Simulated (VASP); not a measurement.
Set up this calculation in VASP 6.6.1, as the native input.

* Task: single point
* Functional: r2SCAN
* Dispersion: rVV10
* Potentials or basis: VASP PAW PBE potentials, release 64 (Si)
* Cutoff: 520 eV
* k mesh: 12 × 12 × 12
* Occupations: methfessel-paxton, width 0.1 eV
* Spin: no spin polarisation
* Dipole correction: no
* Further INCAR settings: ALGO = Normal; EDIFF = 1e-06; NBANDS = 11

Crystal: Si.

```xyz
2
Lattice="-2.4035 2.4035 1.3140 2.4035 -2.4035 1.3140 2.4035 2.4035 -1.3140" Properties=species:S:1:pos:R:3 pbc="T T T"
Si    2.4035    0.0000    0.6570
Si    0.0000    0.0000    1.3140
```

One way to write it, as run:

POSCAR

```
Si
1.0
   -2.4035290574      2.4035290574      1.3139952816
    2.4035290574     -2.4035290574      1.3139952816
    2.4035290574      2.4035290574     -1.3139952816
Si
2
Direct
    0.2500000000      0.7500000000      0.5000000000
    0.5000000000      0.5000000000      0.0000000000
```

INCAR.step1

```
PREC = Accurate
ENCUT = 520
ISMEAR = 1
SIGMA = 0.1
LREAL = F
LASPH = T
NELM = 100
NBANDS = 11
GGA = PE
ALGO = Normal
EDIFF = 1E-4
LWAVE = T
LCHARG = F
```

INCAR.step2

```
PREC = Accurate
ENCUT = 520
EDIFF = 1E-6
ISMEAR = 1
SIGMA = 0.1
LREAL = F
LASPH = T
NELM = 100
ALGO = Normal
ISIF = 2
LWAVE = F
LCHARG = F
METAGGA = R2SCAN
LMIXTAU = T
LUSE_VDW = T
IVDW_NL = 2
BPARAM = 11.95
CPARAM = 0.0093
NBANDS = 11
ISTART = 1
```

KPOINTS

```
Automatic mesh
0
Gamma
  12 12 12
```

Potentials or basis: VASP PAW PBE potentials, release 64 (Si).

Launch:

```sh
$ cat potpaw_PBE.64/Si/POTCAR > POTCAR
$ cp INCAR.step1 INCAR
$ mpirun -np 1 vasp_std > vasp.out
$ cp INCAR.step2 INCAR
$ mpirun -np 1 vasp_std > vasp.out
```

It gave:

- Pressure: -0.1 GPa
- Band gap on the k mesh: zero (band 4 reaches 11.36 eV, above the bottom of band 5 at 4.61 eV)

Caveat: the PAW data sets were made with another functional, which shifts forces and pressure a little.

Wall time 2.9 min on 1 thread of Intel(R) Xeon(R) 6975P-C (Granite Rapids) (shared host), peak memory 0.27 GiB.
